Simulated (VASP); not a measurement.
# TiO2 (P1) in VASP: a series of runs

The runs below take TiO2 through single point, relaxation of cell and atoms, with PBE.

All numbers are computed with VASP 6.6.1; they aren't measurements. Logs are shortened: lines on timing, memory, paths and dates and some standing lists are left out, and cuts for length are marked.

### Step 1. The cell of the first run

The typed cell holds 6 atoms: a = 4.606 Å, b = 4.575 Å, c = 2.946 Å, α = 89.67°, β = 89.07°, γ = 90.76°.

### Step 2. Single point, PBE

File INCAR:

```
SYSTEM = TiO2
ALGO     = Normal         ! electronic algorithm
EDIFF    = 1E-6           ! SCF threshold, eV
ENCUT    = 600            ! plane-wave cutoff, eV
GGA      = PE             ! functional
GGA_COMPAT= .FALSE.      
ISIF     = 2              ! what is computed and relaxed
ISMEAR   = 0              ! smearing method
LASPH    = .TRUE.         ! aspherical terms in the spheres
LCHARG   = .FALSE.        ! write CHGCAR
LREAL    = .FALSE.        ! projectors in reciprocal space
LWAVE    = .FALSE.        ! write WAVECAR
NBANDS   = 33             ! bands
NELM     = 120            ! most SCF steps
PREC     = Accurate       ! precision mode
SIGMA    = 0.1            ! smearing width, eV
```

File KPOINTS:

```
k-points
0
G
  4 4 6
  0 0 0
```

File POSCAR:

```
TiO2
1.0
    4.6048037486     -0.0701010596      0.0758034312
    0.0070873965      4.5744217595      0.0931790545
   -0.0013422464     -0.0429023718      2.9454157914
Ti O
2 4
Direct
    0.0220877885     -0.0060877667      0.0006658585
    0.5053244582      0.4896922212      0.5000419065
    0.3049483665      0.2820334161      0.0206463381
    0.2028858932      0.7967883745      0.4965196133
    0.7016420562      0.6916252130     -0.0049249154
    0.7859724810      0.2022859428      0.5025133071
```

Potentials or basis: VASP PAW PBE potentials, release 64 (Ti_sv, O).

On the command line:

```console
> cat potpaw_PBE.64/Ti_sv/POTCAR potpaw_PBE.64/O/POTCAR > POTCAR
> mpirun -np 1 vasp_std > vasp.out
```

OUTCAR:

```text
SYSTEM = TiO2
   EDIFF = 1E-6
   ENCUT = 600
   GGA = PE
   ISIF = 2
   ISMEAR = 0
   LASPH = .TRUE.
   LREAL = .FALSE.
   NELM = 120
   PREC = Accurate

 ion  position               nearest neighbor table
   1  0.022  0.994  0.001-   3 1.84   4 1.92   4 1.93   5 2.01   6 2.07   6 2.08
   2  0.505  0.490  0.500-   6 1.86   3 1.95   5 1.95   5 1.96   4 1.99   3 2.01
   3  0.305  0.282  0.021-   1 1.84   2 1.95   2 2.01
   4  0.203  0.797  0.497-   1 1.92   1 1.93   2 1.99
   5  0.702  0.692  0.995-   2 1.95   2 1.96   1 2.01
   6  0.786  0.202  0.503-   2 1.86   1 2.07   1 2.08

  LATTYP: Found a triclinic cell.
 ALAT       =     5.4269693010
 B/A-ratio  =     0.8487170038
 C/A-ratio  =     1.0053463604
 COS(alpha) =     0.0024223234
 COS(beta)  =     0.2977554696
 COS(gamma) =     0.8399117655

  Lattice vectors:

 A1 = (   4.6061459950,  -0.0271986878,  -2.8696123602)
 A2 = (   4.6048037486,  -0.0701010596,   0.0758034312)
 A3 = (  -0.0057451501,  -4.5315193877,  -3.0385948459)

Analysis of symmetry for initial positions (statically):
=====================================================================
 Subroutine PRICEL returns:
 Original cell was already a primitive cell.

 Routine SETGRP: Setting up the symmetry group for a
 triclinic supercell.

 Subroutine GETGRP returns: Found  1 space group operations
 (whereof  1 operations were pure point group operations)
 out of a pool of  2 trial point group operations.

The static configuration has the point symmetry C_1 .

Analysis of symmetry for dynamics (positions and initial velocities):
=====================================================================
 Subroutine PRICEL returns:
 Original cell was already a primitive cell.

 Routine SETGRP: Setting up the symmetry group for a
 triclinic supercell.

 Subroutine GETGRP returns: Found  1 space group operations
 (whereof  1 operations were pure point group operations)
 out of a pool of  2 trial point group operations.

The dynamic configuration has the point symmetry C_1 .

 Subroutine INISYM returns: Found  1 space group operations
 (whereof  1 operations are pure point group operations),
 and found     1 'primitive' translations

[... 102 lines left out ...]
   EDIFF  = 0.1E-05   stopping-criterion for ELM
   LREAL  =      F    real-space projection
   EDIFFG = 0.1E-04   stopping-criterion for IOM
   NSW    =      0    number of steps for IOM
   IBRION =     -1    ionic relax: 0-MD 1-quasi-New 2-CG
   NFREE  =      0    steps in history (QN), initial steepest desc. (CG)
   ISIF   =      2    stress and relaxation
   ISYM   =      2    0-nonsym 1-usesym 2-fastsym
   POTIM  = 0.5000    time-step for ionic-motion
   TEBEG  =    0.0;   TEEND  =   0.0 temperature during run
   PSTRESS=    0.0 pullay stress
   NELECT =      48.0000    total number of electrons
   NUPDOWN=      -1.0000    fix difference up-down
   EMIN   =  10.00;   EMAX   =-10.00  energy-range for DOS
   EFERMI =   0.00;   METHOD = LEGACY
   ISMEAR =     0;   SIGMA  =   0.10  broadening in eV -4-tet -1-fermi 0-gaus
   EFERMI_NEDOS =   21; number of points for ismear=-14 and -15
   IALGO  =     38    algorithm
   IMIX   =      4    mixing-type and parameters
     AMIX     =   0.40;   BMIX     =  1.00
     AMIX_MAG =   1.60;   BMIX_MAG =  1.00
  volume/ion in A,a.u.               =      10.34        69.80
  Fermi-wavevector in a.u.,A,eV,Ry     =   1.502715  2.839719 30.724014  2.258151
  Thomas-Fermi vector in A             =   2.613919
   LORBIT       =      0    0 simple, 1 ext, 2 COOP (PROOUT), +10 PAW based schemes
   GGA     = PE    functional components
   LHFCALC =     F    Hartree Fock is set to
   AEXX    =    0.0000 exact exchange contribution
   IVDW    =     0    specifies the selected vdW correction
   LEPSILON=     F    determine dielectric tensor
   LRPA    =     F    only Hartree local field effects (RPA)
 non-spin polarized calculation
 Gauss-broadening in eV      SIGMA  =   0.10
  energy-cutoff  :      600.00
  volume of cell :       62.06
 maximum number of plane-waves:      2090
 NGX is ok and might be reduce to    40
   NGX = 19   NGY = 19   NGZ = 11

 number of electron      47.9999993 magnetization

 Free energy of the ion-electron system (eV)
  ---------------------------------------------------
  ext. energy  EPLUGINS =         0.00000000
  ---------------------------------------------------
  free energy    TOTEN  =       -53.40317729 eV

  energy without entropy =      -53.40317729  energy(sigma->0) =      -53.40317729

 E-fermi :   5.6861     XC(G=0): -11.4508

 val. band max:        5.1017149830   @ k =   0.0000   0.0000   0.0000
 cond. band min:       6.7182134368   @ k =   0.5000   0.5000  -0.0000
 fundamental gap:      1.6164984538
 Fermi energy:         5.6861270277

 k-point     1 :       0.0000    0.0000    0.0000
  band No.  band energies     occupation
      1     -52.0406      2.00000
      2     -51.9041      2.00000
      3     -28.3457      2.00000
      4     -28.3055      2.00000
      5     -28.1462      2.00000
      6     -28.1196      2.00000
[... 853 lines left out ...]
     32      10.6373      0.00000
     33      11.0871      0.00000

 [... further k-points ...]

------------------------ aborting loop because EDIFF is reached ----------------------------------------

  FORCE on cell =-STRESS in cart. coord.  units (eV):
  Direction    XX          YY          ZZ          XY          YZ          ZX
  --------------------------------------------------------------------------------------
  -------------------------------------------------------------------------------------
  Total        2.4072718      3.0867007      2.8878680      1.1192791     -0.0263581     -0.2509842
  in kB       62.1440479     79.6835968     74.5507038     28.8943406     -0.6804372     -6.4791912
  external PRESSURE =      72.1261162 kB  Pullay stress =       0.0000000 kB

 VOLUME and BASIS-vectors are now :
 -----------------------------------------------------------------------------
  energy-cutoff  :      600.00
  volume of cell :       62.06
      direct lattice vectors                 reciprocal lattice vectors
     4.604803749 -0.070101060  0.075803431     0.217157822 -0.000338370  0.000094032
     0.007087396  4.574421759  0.093179054     0.003274463  0.218536922  0.003184660
    -0.001342246 -0.042902372  2.945415791    -0.005692378 -0.006904768  0.339407472

 POSITION                                       TOTAL-FORCE (eV/Angst)
 -----------------------------------------------------------------------------------
      0.10875      4.54500      0.09625        -1.510452     -0.209652     -0.038036
      2.32972      2.18318      1.55677         1.151063      0.319913      0.072277
      1.40620      1.26788      0.11021         0.095986      0.920106     -0.400739
      0.93923      3.60932      1.55208        -0.692234      0.337408      0.160034
      3.23449      3.07191      3.04854        -0.502238     -0.193004      0.191625
      3.62001      0.84868      1.55854         1.457875     -1.174771      0.014840
 -----------------------------------------------------------------------------------
    total drift:                               -0.000043      0.000189     -0.000429

  FREE ENERGIE OF THE ION-ELECTRON SYSTEM (eV)
  ---------------------------------------------------
  free  energy   TOTEN  =       -53.4031772900 eV

  energy  without entropy=      -53.4031772900  energy(sigma->0) =      -53.40317729
```

OSZICAR:

```text
N       E                     dE             d eps       ncg     rms          rms(c)
DAV:   1     0.689344299242E+03    0.68934E+03   -0.25930E+04  3432   0.190E+03
DAV:   2     0.371387214694E+02   -0.65221E+03   -0.60381E+03  3650   0.547E+02
DAV:   3    -0.651817854959E+02   -0.10232E+03   -0.99150E+02  4756   0.198E+02
DAV:   4    -0.705279186187E+02   -0.53461E+01   -0.53335E+01  4879   0.441E+01
DAV:   5    -0.707386171529E+02   -0.21070E+00   -0.21066E+00  4678   0.742E+00    0.319E+01
DAV:   6    -0.537875913157E+02    0.16951E+02   -0.74083E+01  4681   0.897E+01    0.114E+01
DAV:   7    -0.536973498800E+02    0.90241E-01   -0.13390E+01  4408   0.336E+01    0.945E+00
DAV:   8    -0.534851288760E+02    0.21222E+00   -0.55021E-01  4189   0.675E+00    0.655E+00
DAV:   9    -0.535020406955E+02   -0.16912E-01   -0.95289E-01  4488   0.113E+01    0.295E+00
DAV:  10    -0.534166345268E+02    0.85406E-01   -0.31690E-01  4470   0.543E+00    0.119E+00
DAV:  11    -0.534107484757E+02    0.58861E-02   -0.35478E-02  4549   0.227E+00    0.789E-01
DAV:  12    -0.534039103777E+02    0.68381E-02   -0.16849E-02  4411   0.884E-01    0.259E-01
DAV:  13    -0.534032394064E+02    0.67097E-03   -0.27569E-03  4462   0.381E-01    0.658E-02
DAV:  14    -0.534032005167E+02    0.38890E-04   -0.14484E-04  4586   0.101E-01    0.399E-02
DAV:  15    -0.534031797664E+02    0.20750E-04   -0.44307E-05  4655   0.766E-02    0.127E-02
DAV:  16    -0.534031770609E+02    0.27055E-05   -0.16238E-05  5200   0.427E-02    0.297E-03
DAV:  17    -0.534031772900E+02   -0.22911E-06   -0.14748E-06  2262   0.881E-03
   1 F= -.53403177E+02 E0= -.53403177E+02  d E =-.863717E-18
```

stdout:

```text
POSCAR found type information on POSCAR TiO
 POSCAR found :  2 types and       6 ions
 scaLAPACK will be used
 LDA part: xc-table for (Slater+PW92), standard interpolation
 POSCAR, INCAR and KPOINTS ok, starting setup
 FFT: planning ... GRIDC
 FFT: planning ... GRID_SOFT
 FFT: planning ... GRID
 WAVECAR not read
 entering main loop
```

It took 3.7 min on 1 thread of Oxide Virtual Turin-like, shared host; peak memory 0.22 GiB.

Results:

| Property | Result |
| --- | --- |
| Free energy | -53.4032 eV |
| Pressure | 7.2 GPa |
| Largest force | 1.872 eV/Å |
| Band gap on the k mesh | 1.62 eV (least direct gap 1.66 eV) |

Forces in eV/Å, atoms in the order of the input:
```
Ti  -1.510 -0.210 -0.038
Ti   1.151  0.320  0.072
O    0.096  0.920 -0.401
O   -0.692  0.337  0.160
O   -0.502 -0.193  0.192
O    1.458 -1.175  0.015
```

Caveat: the cell stands under pressure; forces of over 1 eV/Å act on the atoms, so gaps and moduli don't describe the material at rest. A k mesh can miss the band edges.

(Continued in part 2 of 2.)
